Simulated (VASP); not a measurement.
Sn:

```
Sn
1.0
    -1.72654    1.77555    2.33834
     1.72654   -1.77555    2.33834
     1.72654    1.77555   -2.33834
Sn
1
Direct
  0.00000 0.00000 0.00000
```

Base run:

- Program: VASP 6.6.1
- Functional: r2SCAN
- Potentials or basis: VASP PAW PBE potentials, release 64 (Sn_d)
- Cutoff: 520 eV
- k mesh: 11 × 11 × 11
- Occupations: fermi-dirac, width 0.05 eV
- Spin: no spin polarisation

Its results: band gap on the k mesh zero (band 7 reaches 14.92 eV, above the bottom of band 8 at 5.60 eV); pressure -2.2 GPa.

Problem. The run is repeated on the same cell with these changes: functional from r2SCAN to PBEsol. What comes out?

Solution. Band gap on the k mesh zero (band 7 reaches 14.37 eV, above the bottom of band 8 at 5.58 eV); pressure -3.7 GPa.

Caveats: the PAW data sets were made with another functional, which shifts forces and pressure a little; spin-orbit coupling is left out, which moves the levels of the heavy elements.
